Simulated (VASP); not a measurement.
Write the native input for VASP 6.6.1 that does the following.

```yaml
Task: single point
Functional: r2SCAN
Potentials_or_basis: VASP PAW PBE potentials, release 64 (Ba_sv, Ti_sv, O)
Cutoff: 520 eV
k_mesh: 6 × 6 × 6
Occupations: gaussian, width 0.01 eV
Spin: no spin polarisation
Dipole_correction: no
Further_INCAR_settings: ALGO = Normal; EDIFF = 1e-06; NBANDS = 28
```

The system is BaTiO3.

```xyz
5
Lattice="3.9720 0.0000 0.0000 0.0000 3.9720 0.0000 0.0000 0.0000 4.1130" Properties=species:S:1:pos:R:3 pbc="T T T"
Ba    1.9860    1.9860    2.4063
Ti    0.0000    0.0000    0.4243
O     0.0000    1.9860    0.2588
O     1.9860    0.0000    0.2588
O     0.0000    0.0000    2.2456
```

The input as run:

POSCAR

```
BaTiO3
1.0
    3.9720406786      0.0000000000      0.0000000000
    0.0000000000      3.9720406786      0.0000000000
    0.0000000000      0.0000000000      4.1129859223
Ba Ti O
1 1 3
Direct
    0.5000000000      0.5000000000      0.5850376240
    0.0000000000      0.0000000000      0.1031585467
    0.0000000000      0.5000000000      0.0629149697
    0.5000000000      0.0000000000      0.0629149697
    0.0000000000      0.0000000000      0.5459708799
```

INCAR.step1

```
PREC = Accurate ; ENCUT = 520
ISMEAR = 0 ; SIGMA = 0.01
LREAL = F ; LASPH = T
NELM = 100 ; NBANDS = 28
GGA = PE ; ALGO = Normal
EDIFF = 1E-4 ; LWAVE = T
LCHARG = F
```

INCAR.step2

```
PREC = Accurate ; ENCUT = 520
EDIFF = 1E-6 ; ISMEAR = 0
SIGMA = 0.01 ; LREAL = F
LASPH = T ; NELM = 100
ALGO = Normal ; ISIF = 2
LWAVE = F ; LCHARG = T
METAGGA = R2SCAN ; LMIXTAU = T
LELF = T ; LVHAR = T
NBANDS = 28 ; ISTART = 1
```

KPOINTS

```
Automatic mesh
0
Gamma
  6 6 6
```

Potentials or basis: VASP PAW PBE potentials, release 64 (Ba_sv, Ti_sv, O).

Run with:

```bash
$ cat potpaw_PBE.64/Ba_sv/POTCAR potpaw_PBE.64/Ti_sv/POTCAR potpaw_PBE.64/O/POTCAR > POTCAR
$ cp INCAR.step1 INCAR
$ mpirun -np 1 vasp_std > vasp.out
$ cp INCAR.step2 INCAR
$ mpirun -np 1 vasp_std > vasp.out
```

Results of the run:

The pressure is 1.9 GPa and the largest force is 0.167 eV/Å. The band gap on the k mesh is 2.21 eV, indirect (least direct gap 2.71 eV).

Caveat: the PAW data sets were made with another functional, which shifts forces and pressure a little; spin-orbit coupling is left out, which moves the levels of the heavy elements.

It took 3.9 min on 1 thread of AMD EPYC 7R13 Processor (Zen 3) (shared host), peak memory 0.19 GiB.
